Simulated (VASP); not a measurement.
# Ge5P (F-43m) in VASP: notebook

Runs on Ge5P. Level: PBE. Tasks: relaxation of cell and atoms.

Everything below comes from runs of VASP 6.6.1. Logs are shortened: lines on timing, memory, paths and dates and some standing lists are left out, and cuts for length are marked.

## 1. The cell of the first run

Symmetry: F-43m, No. 216, cubic system. The conventional cell has a = 7.781 Å, b = 7.781 Å, c = 7.781 Å, α = 90.00°, β = 90.00°, γ = 90.00°. Within 4.2 Å of Ge (site symmetry -43m) lie 12 Ge at 3.23 Å and 4 P at 3.37 Å. Within 3.6 Å of Ge (site symmetry 3m) lie 9 Ge at 2.75 to 3.23 Å and 3 P at 3.23 Å. Within 4.2 Å of P (site symmetry -43m) lie 16 Ge at 3.23 to 3.37 Å.

The cell was generated, and may not be a known phase.

## 2. Relaxation of cell and atoms, PBE

INCAR reads:

```
SYSTEM = Ge5P
ALGO = Normal
EDIFF = 1E-6
EDIFFG = -0.01
ENCUT = 600
GGA = PE
IBRION = 2
ISIF = 3
ISMEAR = 0
LASPH = .TRUE.
LCHARG = .FALSE.
LREAL = .FALSE.
LWAVE = .FALSE.
NELM = 100
NSW = 100
PREC = Accurate
SIGMA = 0.1
```

KPOINTS reads:

```
k-points
0
G
  8 8 8
  0 0 0
```

POSCAR reads:

```
Ge5P
1.0
    0.0000000000      3.8904925665      3.8904925665
    3.8904925665      0.0000000000      3.8904925665
    3.8904925665      3.8904925665      0.0000000000
Ge P
5 1
Direct
    0.2500000000      0.2500000000      0.2500000000
    0.1242518336      0.6252493888      0.6252493888
    0.6252493888      0.6252493888      0.6252493888
    0.6252493888      0.6252493888      0.1242518336
    0.6252493888      0.1242518336      0.6252493888
    0.0000000000      0.0000000000      0.0000000000
```

Potentials or basis: VASP PAW PBE potentials, release 64 (Ge_d, P).

Started as:

```console
$ cat potpaw_PBE.64/Ge_d/POTCAR potpaw_PBE.64/P/POTCAR > POTCAR
$ mpirun -np 1 vasp_std > vasp.out
```

OUTCAR:

```text
SYSTEM = Ge5P
   EDIFF = 1E-6
   EDIFFG = -0.01
   ENCUT = 600
   GGA = PE
   IBRION = 2
   ISIF = 3
   ISMEAR = 0
   LASPH = .TRUE.
   LREAL = .FALSE.
   NELM = 100
   NSW = 100
   PREC = Accurate

 ion  position               nearest neighbor table
   1  0.250  0.250  0.250-
   2  0.124  0.625  0.625-   3 2.75   4 2.75   5 2.75   3 2.76   4 2.76   5 2.76
   3  0.625  0.625  0.625-   2 2.75   4 2.75   5 2.75   4 2.76   5 2.76   2 2.76
   4  0.625  0.625  0.124-   2 2.75   3 2.75   5 2.75   3 2.76   5 2.76   2 2.76
   5  0.625  0.124  0.625-   2 2.75   3 2.75   4 2.75   4 2.76   3 2.76   2 2.76
   6  0.000  0.000  0.000-

  LATTYP: Found a face centered cubic cell.
 ALAT       =     7.7809851330

  Lattice vectors:

 A1 = (   0.0000000000,   3.8904925665,   3.8904925665)
 A2 = (   3.8904925665,   0.0000000000,   3.8904925665)
 A3 = (   3.8904925665,   3.8904925665,   0.0000000000)

Analysis of symmetry for initial positions (statically):
=====================================================================
 Subroutine PRICEL returns:
 Original cell was already a primitive cell.

 Routine SETGRP: Setting up the symmetry group for a
 face centered cubic supercell.

 Subroutine GETGRP returns: Found 24 space group operations
 (whereof 24 operations were pure point group operations)
 out of a pool of 48 trial point group operations.

The static configuration has the point symmetry T_d .

Analysis of symmetry for dynamics (positions and initial velocities):
=====================================================================
 Subroutine PRICEL returns:
 Original cell was already a primitive cell.

 Routine SETGRP: Setting up the symmetry group for a
 face centered cubic supercell.

 Subroutine GETGRP returns: Found 24 space group operations
 (whereof 24 operations were pure point group operations)
 out of a pool of 48 trial point group operations.

The dynamic configuration has the point symmetry T_d .

 Subroutine INISYM returns: Found 24 space group operations
 (whereof 24 operations are pure point group operations),
 and found     1 'primitive' translations

----------------------------------------------------------------------------------------

                                     Primitive cell

  volume of cell :     117.7725

  direct lattice vectors                    reciprocal lattice vectors
     0.000000000  3.890492566  3.890492566    -0.128518431  0.128518431  0.128518431
     3.890492566  0.000000000  3.890492566     0.128518431 -0.128518431  0.128518431
     3.890492566  3.890492566  0.000000000     0.128518431  0.128518431 -0.128518431

  length of vectors
     5.501987352  5.501987352  5.501987352     0.222600452  0.222600452  0.222600452

  position of ions in fractional coordinates (direct lattice)
     0.250000000  0.250000000  0.250000000
     0.124251834  0.625249389  0.625249389
     0.625249389  0.625249389  0.625249389
     0.625249389  0.625249389  0.124251834
     0.625249389  0.124251834  0.625249389
     0.000000000  0.000000000  0.000000000

  ion indices of the primitive-cell ions
   primitive index   ion index
                 1           1
                 2           2
                 3           3
                 4           4
                 5           5
                 6           6

----------------------------------------------------------------------------------------

 KPOINTS: k-points

Automatic generation of k-mesh.
 Grid dimensions read from file:
 generate k-points for:    8    8    8

 Generating k-lattice:

  Cartesian coordinates                     Fractional coordinates (reciprocal lattice)
    -0.016064804  0.016064804  0.016064804     0.125000000  0.000000000  0.000000000
     0.016064804 -0.016064804  0.016064804     0.000000000  0.125000000  0.000000000
     0.016064804  0.016064804 -0.016064804     0.000000000  0.000000000  0.125000000

  Length of vectors
     0.027825056  0.027825056  0.027825056

  Shift w.r.t. Gamma in fractional coordinates (k-lattice)
     0.000000000  0.000000000  0.000000000

 Subroutine IBZKPT returns following result:
 ===========================================

 Found     29 irreducible k-points:

 Following reciprocal coordinates:
            Coordinates               Weight
  0.000000  0.000000  0.000000      1.000000
  0.125000  0.000000  0.000000      8.000000
  0.250000  0.000000  0.000000      8.000000
  0.375000  0.000000  0.000000      8.000000
  0.500000  0.000000  0.000000      4.000000
  0.125000  0.125000  0.000000      6.000000
[... 16 lines left out ...]
  0.500000  0.250000  0.125000     48.000000
 -0.375000  0.250000  0.125000     24.000000
 [... further k-points ...]
   k-points           NKPTS =     29   k-points in BZ     NKDIM =     29   number of bands    NBANDS=     45
   number of dos      NEDOS =    301   number of ions     NIONS =      6
   total plane-waves  NPLWV = 110592
   dimension x,y,z NGX =    48 NGY =   48 NGZ =   48
   dimension x,y,z NGXF=    96 NGYF=   96 NGZF=   96
   ions per type =               5   1
   NGX,Y,Z   is equivalent  to a cutoff of  14.50, 14.50, 14.50 a.u.
   NGXF,Y,Z  is equivalent  to a cutoff of  29.01, 29.01, 29.01 a.u.
 SYSTEM =  Ge5P
   PREC   = accura    normal or accurate (medium, high low for compatibility)
   ISTART =      0    job   : 0-new  1-cont  2-samecut
   ICHARG =      2    charge: 1-file 2-atom 10-const
   ISPIN  =      1    spin polarized calculation?
   LNONCOLLINEAR =      F non collinear calculations
   LSORBIT =      F    spin-orbit coupling
   LASPH  =      T    aspherical Exc in radial PAW
   ENCUT  =  600.0 eV  44.10 Ry    6.64 a.u.  10.99 10.99 10.99*2*pi/ulx,y,z
   NELM   =    100;   NELMIN=  2; NELMDL= -5     # of ELM steps
   EDIFF  = 0.1E-05   stopping-criterion for ELM
   LREAL  =      F    real-space projection
   EDIFFG = -.1E-01   stopping-criterion for IOM
   NSW    =    100    number of steps for IOM
   IBRION =      2    ionic relax: 0-MD 1-quasi-New 2-CG
   NFREE  =      1    steps in history (QN), initial steepest desc. (CG)
   ISIF   =      3    stress and relaxation
   ISYM   =      2    0-nonsym 1-usesym 2-fastsym
   POTIM  = 0.5000    time-step for ionic-motion
   TEBEG  =    0.0;   TEEND  =   0.0 temperature during run
   PSTRESS=    0.0 pullay stress
   NELECT =      75.0000    total number of electrons
   NUPDOWN=      -1.0000    fix difference up-down
   EMIN   =  10.00;   EMAX   =-10.00  energy-range for DOS
   EFERMI =   0.00;   METHOD = LEGACY
   ISMEAR =     0;   SIGMA  =   0.10  broadening in eV -4-tet -1-fermi 0-gaus
   EFERMI_NEDOS =   21; number of points for ismear=-14 and -15
   IALGO  =     38    algorithm
   IMIX   =      4    mixing-type and parameters
     AMIX     =   0.40;   BMIX     =  1.00
     AMIX_MAG =   1.60;   BMIX_MAG =  1.00
  volume/ion in A,a.u.               =      19.63       132.46
  Fermi-wavevector in a.u.,A,eV,Ry     =   1.408469  2.661621 26.991037  1.983785
  Thomas-Fermi vector in A             =   2.530624
   LORBIT       =      0    0 simple, 1 ext, 2 COOP (PROOUT), +10 PAW based schemes
   GGA     = PE    functional components
   LHFCALC =     F    Hartree Fock is set to
   AEXX    =    0.0000 exact exchange contribution
   IVDW    =     0    specifies the selected vdW correction
   LEPSILON=     F    determine dielectric tensor
   LRPA    =     F    only Hartree local field effects (RPA)
 conjugate gradient relaxation of ions
 non-spin polarized calculation
 Gauss-broadening in eV      SIGMA  =   0.10
  energy-cutoff  :      600.00
  volume of cell :      117.77
 maximum number of plane-waves:      3972
 NGX is ok and might be reduce to    48
   NGX = 21   NGY = 21   NGZ = 21

 number of electron      75.0000031 magnetization

 Free energy of the ion-electron system (eV)
  ---------------------------------------------------
  ext. energy  EPLUGINS =         0.00000000
  ---------------------------------------------------
  free energy    TOTEN  =       -24.49980543 eV

  energy without entropy =      -24.48469033  energy(sigma->0) =      -24.49224788

 E-fermi :   6.2808     XC(G=0): -10.9160

 val. band max:        6.2554002055   @ k =   0.5000   0.0000   0.0000
 cond. band min:       6.2903788666   @ k =   0.3750   0.2500   0.1250
 fundamental gap:      0.0349786611
 Fermi energy:         6.2808027879

 k-point     1 :       0.0000    0.0000    0.0000
  band No.  band energies     occupation
      1     -18.7224      2.00000
      2     -18.7224      2.00000
      3     -18.7206      2.00000
      4     -18.7206      2.00000
      5     -18.7206      2.00000
      6     -18.6358      2.00000
[... 37 lines left out ...]
     44      12.8196      0.00000
     45      12.8196      0.00000

 k-point     2 :       0.1250    0.0000    0.0000
  band No.  band energies     occupation
      1     -18.7225      2.00000
      2     -18.7225      2.00000
      3     -18.7207      2.00000
      4     -18.7206      2.00000
      5     -18.7206      2.00000
      6     -18.6302      2.00000
[... 37 lines left out ...]
     44      12.0320      0.00000
     45      12.0320      0.00000

 k-point     3 :       0.2500    0.0000    0.0000
  band No.  band energies     occupation
      1     -18.7227      2.00000
      2     -18.7227      2.00000
      3     -18.7209      2.00000
      4     -18.7206      2.00000
      5     -18.7206      2.00000
      6     -18.6169      2.00000
[... 37 lines left out ...]
     44      11.2529      0.00000
     45      11.2529      0.00000

 k-point     4 :       0.3750    0.0000    0.0000
  band No.  band energies     occupation
      1     -18.7229      2.00000
      2     -18.7229      2.00000
      3     -18.7211      2.00000
      4     -18.7207      2.00000
      5     -18.7207      2.00000
      6     -18.6060      2.00000
[... 901 lines left out ...]
     44      10.3622      0.00000
     45      11.1717      0.00000

 k-point    23 :       0.5000    0.2500    0.1250
  band No.  band energies     occupation
      1     -18.7231      2.00000
      2     -18.7229      2.00000
      3     -18.7213      2.00000
      4     -18.7209      2.00000
      5     -18.7203      2.00000
      6     -18.5903      2.00000
[... 37 lines left out ...]
     44       9.7427      0.00000
     45      10.5229      0.00000

 k-point    24 :      -0.3750    0.2500    0.1250
  band No.  band energies     occupation
      1     -18.7232      2.00000
      2     -18.7230      2.00000
      3     -18.7214      2.00000
      4     -18.7209      2.00000
      5     -18.7203      2.00000
      6     -18.5867      2.00000
[... 37 lines left out ...]
     44       9.5084      0.00000
     45      10.2866      0.00000

 [... further k-points ...]

------------------------ aborting loop because EDIFF is reached ----------------------------------------

  FORCE on cell =-STRESS in cart. coord.  units (eV):
  Direction    XX          YY          ZZ          XY          YZ          ZX
  --------------------------------------------------------------------------------------
  -------------------------------------------------------------------------------------
  Total        0.0336243      0.0336243      0.0336243     -0.0000000     -0.0000000     -0.0000000
  in kB        0.4574252      0.4574252      0.4574252     -0.0000000     -0.0000000     -0.0000000
  external PRESSURE =       0.4574252 kB  Pullay stress =       0.0000000 kB

 VOLUME and BASIS-vectors are now :
 -----------------------------------------------------------------------------
  energy-cutoff  :      600.00
  volume of cell :      117.77
      direct lattice vectors                 reciprocal lattice vectors
     0.000000000  3.890492566  3.890492566    -0.128518431  0.128518431  0.128518431
     3.890492566  0.000000000  3.890492566     0.128518431 -0.128518431  0.128518431
     3.890492566  3.890492566  0.000000000     0.128518431  0.128518431 -0.128518431

 POSITION                                       TOTAL-FORCE (eV/Angst)
 -----------------------------------------------------------------------------------
      1.94525      1.94525      1.94525         0.000000      0.000000      0.000000
      4.86506      2.91593      2.91593        -0.001377      0.001377      0.001377
      4.86506      4.86506      4.86506        -0.001377     -0.001377     -0.001377
      2.91593      2.91593      4.86506         0.001377      0.001377     -0.001377
      2.91593      4.86506      2.91593         0.001377     -0.001377      0.001377
      0.00000      0.00000      0.00000        -0.000000      0.000000      0.000000
 -----------------------------------------------------------------------------------
    total drift:                                0.000000      0.000000      0.000000

  FREE ENERGIE OF THE ION-ELECTRON SYSTEM (eV)
  ---------------------------------------------------
  free  energy   TOTEN  =       -24.4998054260 eV

  energy  without entropy=      -24.4846903324  energy(sigma->0) =      -24.49224788

 reached required accuracy - stopping structural energy minimisation
```

Run time: 4.5 min. Hardware: 1 thread of Intel Xeon 6975P-C (Granite Rapids), shared host; peak memory 0.38 GiB.

What came out:

* Free energy: -24.4998 eV
* Pressure after relaxing: 0.0 GPa
* Band gap on the k mesh: zero (an odd number of electrons rules out a gap without spin polarisation)

Forces on the atoms (eV/Å):
```
Ge   0.000  0.000  0.000
Ge  -0.001  0.001  0.001
Ge  -0.001 -0.001 -0.001
Ge   0.001  0.001 -0.001
Ge   0.001 -0.001  0.001
P    0.000  0.000  0.000
```

Final structure:
```yaml
crystal:
  lattice:
    - [0.00000, 3.89049, 3.89049]
    - [3.89049, 0.00000, 3.89049]
    - [3.89049, 3.89049, 0.00000]
  atoms:
    - { symbol: Ge, position: [0.25000, 0.25000, 0.25000] }
    - { symbol: Ge, position: [0.12425, 0.62525, 0.62525] }
    - { symbol: Ge, position: [0.62525, 0.62525, 0.62525] }
    - { symbol: Ge, position: [0.62525, 0.62525, 0.12425] }
    - { symbol: Ge, position: [0.62525, 0.12425, 0.62525] }
    - { symbol: P, position: [0.00000, 0.00000, 0.00000] }
```

Levels at points of the mesh, in eV from the Fermi level:
| k point | band 34 | band 35 | band 36 | band 37 | band 38 | band 39 | band 40 | band 41 |
| --- | --- | --- | --- | --- | --- | --- | --- | --- |
| (0.00, 0.00, 0.00) | -4.30 | -4.30 | -1.89 | -1.89 | -1.89 | -1.61 | -1.61 | 3.46 |
| (0.50, 0.00, 0.00) | -3.36 | -1.15 | -0.84 | -0.84 | -0.03 | -0.03 | 1.59 | 2.35 |
| (0.50, 0.50, 0.00) | -1.52 | -1.52 | 0.15 | 0.23 | 0.23 | 0.86 | 0.90 | 1.29 |

Caveat: an odd number of electrons without spin polarisation forces a metal; a magnetic or distorted state may lie lower.

## 3. Relaxation of cell and atoms, PBE

This run uses another cell than the first one, of 21.23 Å³/atom.

INCAR reads:

```
  PREC = Accurate
  ENCUT = 600
  EDIFF = 1E-7
  ISMEAR = 0
  SIGMA = 0.1
  LREAL = False
  LASPH = True
  NELM = 100
  ALGO = Normal
  ISIF = 3
  LWAVE = False
  LCHARG = False
  GGA = PE
  IBRION = 2
  NSW = 100
  EDIFFG = -0.01
```

KPOINTS reads:

```
regular mesh
0
Gamma
  8 8 8
```

POSCAR reads:

```
Ge5P
1.0
    0.0000000000      3.9933125600      3.9933125600
    3.9933125600      0.0000000000      3.9933125600
    3.9933125600      3.9933125600      0.0000000000
Ge P
5 1
Direct
    0.2500000000      0.2500000000      0.2500000000
    0.1295901500      0.6234699500      0.6234699500
    0.6234699500      0.6234699500      0.6234699500
    0.6234699500      0.6234699500      0.1295901500
    0.6234699500      0.1295901500      0.6234699500
    0.0000000000      0.0000000000      0.0000000000
```

Potentials or basis: VASP PAW PBE potentials, release 64 (Ge_d, P).

Started as:

```console
$ cat potpaw_PBE.64/Ge_d/POTCAR potpaw_PBE.64/P/POTCAR > POTCAR
$ mpirun -np 1 vasp_std > vasp.out
```

Wall time 19 min (1 thread of Intel Xeon 6975P-C (Granite Rapids), shared host); peak memory 0.42 GiB.

It converged, with:

| Property | Result |
| --- | --- |
| Free energy | -24.5014 eV |
| Relaxed volume | 19.61 Å³/atom |
| Relaxed cell | a = 5.500 Å, b = 5.500 Å, c = 5.500 Å, α = 60.00°, β = 60.00°, γ = 60.00° |
| Space group after relaxing (to 0.1 Å) | F-43m (No. 216) |
| Energy gained by relaxing | 23.6 meV/atom |
| Ionic steps | 6 |
| Pressure after relaxing | 0.1 GPa |
| Largest force after relaxing | 0.003 eV/Å |
| Band gap on the k mesh | zero (an odd number of electrons rules out a gap without spin polarisation) |

Forces in eV/Å, atoms in the order of the input:
```
Ge   0.000  0.000  0.000
Ge   0.002 -0.002 -0.002
Ge   0.002  0.002  0.002
Ge  -0.002 -0.002  0.002
Ge  -0.002  0.002 -0.002
P    0.000  0.000  0.000
```

Step by step:
| step | energy change (eV) | largest force (eV/Å) | pressure (GPa) | volume (Å³) |
| --- | --- | --- | --- | --- |
| 1 | 0.0000 | 0.2197 | -4.00 | 127.36 |
| 2 | -0.1363 | 0.1998 | 0.03 | 117.83 |
| 3 | -0.1364 | 0.1980 | 0.14 | 117.61 |
| 4 | -0.1413 | 0.0504 | 0.11 | 117.64 |
| 5 | -0.1417 | 0.0010 | 0.09 | 117.65 |
| 6 | -0.1416 | 0.0034 | 0.08 | 117.65 |

Final structure:
```xyz
6
Lattice="0.0000 3.8891 3.8891 3.8891 0.0000 3.8891 3.8891 3.8891 0.0000" Properties=species:S:1:pos:R:3 pbc="T T T"
Ge    1.9446    1.9446    1.9446
Ge    4.8632    2.9151    2.9151
Ge    4.8632    4.8632    4.8632
Ge    2.9151    2.9151    4.8632
Ge    2.9151    4.8632    2.9151
P     0.0000    0.0000    0.0000
```

Levels at points of the mesh, in eV from the Fermi level:
```
           k point  band 33  band 34  band 35  band 36  band 37  band 38  band 39  band 40  band 41  band 42
(0.00, 0.00, 0.00)    -4.31    -4.31    -4.31    -1.89    -1.89    -1.89    -1.61    -1.61     3.46     3.46
(0.50, 0.00, 0.00)    -4.38    -3.36    -1.16    -0.84    -0.84    -0.03    -0.03     1.59     2.35     2.88
(0.50, 0.50, 0.00)    -1.88    -1.51    -1.51     0.15     0.23     0.23     0.85     0.90     1.30     1.77
```

Caveat: an odd number of electrons without spin polarisation forces a metal; a magnetic or distorted state may lie lower.

The gap in the log of VASP goes by the Fermi energy; the results here count the filled bands.